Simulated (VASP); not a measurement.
Here is a VASP 6.6.1 calculation.

The input POSCAR:

```
BN
1.0
    0.0000000000      1.8080000000      1.8080000000
    1.8080000000      0.0000000000      1.8080000000
    1.8080000000      1.8080000000      0.0000000000
B N
1 1
Direct
    0.0000000000      0.0000000000      0.0000000000
    0.2500000000      0.2500000000      0.2500000000
```

File INCAR.step1:

```
SYSTEM = BN
PREC = Accurate ; ENCUT = 500
EDIFF = 1E-8 ; ISMEAR = 0
SIGMA = 0.01 ; LREAL = .False.
LASPH = .True. ; NELM = 100
ALGO = Normal ; LWAVE = .True.
LCHARG = .False. ; GGA = PE
```

Contents of INCAR.step2:

```
SYSTEM = BN
PREC = Accurate ; ENCUT = 500
EDIFF = 1E-8 ; ISMEAR = 0
SIGMA = 0.01 ; LREAL = .False.
LASPH = .True. ; NELM = 1
ALGO = Exact ; LWAVE = .True.
LCHARG = .False. ; GGA = PE
NBANDS = 323 ; LOPTICS = .True.
ISTART = 1
```

Contents of INCAR.step3:

```
SYSTEM = BN
PREC = Accurate ; ENCUT = 500
EDIFF = 1E-8 ; ISMEAR = 0
SIGMA = 0.01 ; LREAL = .False.
LASPH = .True. ; ALGO = EVGW0
LWAVE = .False. ; LCHARG = .False.
GGA = PE ; NELMGW = 1
NBANDS = 323 ; ENCUTGW = 200
NOMEGA = 48 ; PRECFOCK = Fast
ISTART = 1 ; NBANDSGW = 12
```

File KPOINTS:

```
regular mesh
0
Gamma
  2 2 2
  0 0 0
```

Potentials or basis: VASP PAW PBE potentials, release 64 (B_GW, N_GW).

Run with:

```sh
$ cat potpaw_PBE.64/B_GW/POTCAR potpaw_PBE.64/N_GW/POTCAR > POTCAR
$ cp INCAR.step1 INCAR
$ mpirun -np 1 vasp_std > vasp.out
$ cp INCAR.step2 INCAR
$ mpirun -np 1 vasp_std > vasp.out
$ cp INCAR.step3 INCAR
$ mpirun -np 1 vasp_std > vasp.out
```

Question: Estimate the quasiparticle gap.

Answer: 5.25 eV.

Question: Predict the least direct quasiparticle gap.

Answer: 10.22 eV.

Question: Estimate the least direct gap of the starting levels on the mesh.

Answer: 8.39 eV.

Caveat: the k points lie up to 1.50 Å⁻¹ apart, too coarse for converged energies, forces and pressures; bands, screening cutoff and mesh are small and nothing is extrapolated, so the quasiparticle values aren't converged.
